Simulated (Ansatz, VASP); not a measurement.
**One calculation of Hf, two programs**

The input INCAR:

```
SYSTEM = Hf
PREC = Accurate ; ENCUT = 520
EDIFF = 1E-6 ; ISMEAR = 0
SIGMA = 0.15 ; LREAL = .False.
LASPH = .True. ; NELM = 100
ALGO = Fast ; ISIF = 2
LWAVE = .False. ; LCHARG = .False.
GGA = CA ; NBANDS = 11
```

Contents of KPOINTS:

```
Automatic mesh
0
Gamma
  20 20 20
  0 0 0
```

Contents of POSCAR:

```
Hf
1.0
    0.0000000000      2.4790938986      1.8203986498
    2.4790938986      0.0000000000      1.8203986498
    2.4790938986      2.4790938986      0.0000000000
Hf
1
Direct
    0.0000000000      0.0000000000      0.0000000000
```

Input for Ansatz:

```yaml
crystal:
  lattice:
    - [0.0, 2.4790938986, 1.8203986498]
    - [2.4790938986, 0.0, 1.8203986498]
    - [2.4790938986, 2.4790938986, 0.0]
  atoms:
    - { symbol: Hf, position: [0.0, 0.0, 0.0] }
basis:
  ecutwfc: 420
kpoints:
  mp_grid: { grid: [20, 20, 20] }
hamiltonian:
  xc: lda
scf:
  occupations: { method: gaussian, width: 0.15 }
output:
  forces: true
  stress: true
  eigenvalues: true
  write_density: true
  write_potential: true
  elf: true
  volumetric_format: npy
```

Alike in both runs: task single point; functional LDA; k mesh 20 × 20 × 20; occupations gaussian, width 0.15 eV; no spin polarisation.

```csv
,VASP,Ansatz
version,VASP 6.6.1,Ansatz 0.2.0
potentials or method,"VASP PAW LDA potentials, release 64 (Hf_pv), cutoff 520 eV","scalar-relativistic, plane waves, PAW"
valence electrons in the cell,10,26
```

VASP gave:

* gap on the k mesh at the Fermi level (eV): none
* pressure (GPa): -8.8
* traceless stress, the component that is largest in VASP (GPa): 0.89

Problem. Which values does Ansatz return?

Solution. gap on the k mesh at the Fermi level (eV): none; pressure (GPa): -8.9; traceless stress, the component that is largest in VASP (GPa): 0.89.

LDA's correlation is that of Perdew and Zunger in VASP and of Perdew and Wang (1992) in Ansatz. A gap of «none» marks a metal or a gap that the smearing closes. VASP's potentials hold 10 valence electrons a cell and Ansatz's 26, so a difference there can come from the potentials and not from the codes.

Neither program's run includes spin-orbit coupling.
